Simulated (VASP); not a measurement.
Write the native input for VASP 6.6.1 that does the following.

```yaml
Task: single point
Functional: LDA
Potentials_or_basis: VASP PAW LDA potentials, release 64 (Pb_d)
Cutoff: 520 eV
k_mesh: 8 × 8 × 8
Occupations: fermi-dirac, width 0.05 eV
Spin: no spin polarisation
Dipole_correction: no
Further_INCAR_settings: ALGO = Normal; EDIFF = 1e-06; NBANDS = 21
```

The structure of Pb lies in POSCAR:

```
Pb
1.0
    0.0000000000      3.3925213842      3.3925213842
    3.3925213842      0.0000000000      3.3925213842
    3.3925213842      3.3925213842      0.0000000000
Pb
2
Direct
    0.0000000000      0.0000000000      0.0000000000
    0.2500000000      0.2500000000      0.2500000000
```

This cell differs from its parent crystal: volume scaled by 0.96.

These files were run (other wordings do the same):

INCAR

```
PREC = Accurate
ENCUT = 520
EDIFF = 1E-6
ISMEAR = -1
SIGMA = 0.05
LREAL = False
LASPH = True
NELM = 100
ALGO = Normal
ISIF = 2
LWAVE = False
LCHARG = False
NBANDS = 21
```

KPOINTS

```
regular mesh
0
Gamma
  8 8 8
```

Potentials or basis: VASP PAW LDA potentials, release 64 (Pb_d).

Run with:

```sh
$ cat potpaw_LDA.64/Pb_d/POTCAR > POTCAR
$ mpirun -np 1 vasp_std > vasp.out
```

It gave:

| Quantity | Value |
| --- | --- |
| Pressure | 0.6 GPa |
| Band gap on the k mesh | zero (band 14 reaches 4.85 eV, above the bottom of band 15 at 3.63 eV) |

Caveat: spin-orbit coupling is left out, which moves the levels of the heavy elements.

Run time: 15 s on 1 thread of Intel(R) Xeon(R) 6975P-C (Granite Rapids) (shared host), peak memory 0.18 GiB.
